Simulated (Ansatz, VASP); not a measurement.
## One calculation of Hf, two programs

File INCAR:

```
SYSTEM = Hf
  ALGO = Normal
  EDIFF = 1E-7
  ENCUT = 520
  GGA = PS
  ISIF = 2
  ISMEAR = -1
  LASPH = .TRUE.
  LCHARG = .FALSE.
  LREAL = .FALSE.
  LWAVE = .FALSE.
  NBANDS = 11
  NELM = 80
  PREC = Accurate
  SIGMA = 0.05
```

The input KPOINTS:

```
k-points
0
G
  10 10 10
  0 0 0
```

POSCAR

```
Hf
1.0
    0.0000000000      2.1899963220      2.1899963220
    2.1899963220      0.0000000000      2.1899963220
    2.1899963220      2.1899963220      0.0000000000
Hf
1
Direct
    0.0000000000      0.0000000000      0.0000000000
```

The input input.yaml:

```yaml
crystal:
  lattice:
    - [0.0, 2.189996322, 2.189996322]
    - [2.189996322, 0.0, 2.189996322]
    - [2.189996322, 2.189996322, 0.0]
  atoms:
    - { symbol: Hf, position: [0.0, 0.0, 0.0] }
kpoints:
  mp_grid: { grid: [10, 10, 10] }
scf:
  occupations: { method: fermi_dirac, width: 0.05 }
hamiltonian:
  xc: pbesol
  pseudopotentials: { kind: all_electron, lapw: { basis_error: 0.001 } }
output:
  forces: true
  stress: true
  eigenvalues: true
```

Change from the starting cell: volume scaled by 0.96.

Alike in both runs: task single point; functional PBEsol; k mesh 10 × 10 × 10; occupations fermi-dirac, width 0.05 eV; no spin polarisation.

|  | VASP | Ansatz |
| --- | --- | --- |
| version | VASP 6.6.1 | Ansatz 0.2.0 |
| potentials or method | VASP PAW PBE potentials, release 64 (Hf_pv), cutoff 520 eV | all-electron LAPW, scalar-relativistic |

VASP gave:

```
gap on the k mesh at the Fermi level (eV) : none
pressure (GPa)                            : 2.6
```

Question: What did Ansatz give for the same quantities?

Answer: gap on the k mesh at the Fermi level (eV): none; pressure (GPa): 3.0.

VASP's potentials were made for PBE, not for PBEsol. A gap of «none» marks a metal or a gap that the smearing closes. Ansatz ran all-electron here, and VASP with PAW potentials.

Neither program's run includes spin-orbit coupling.
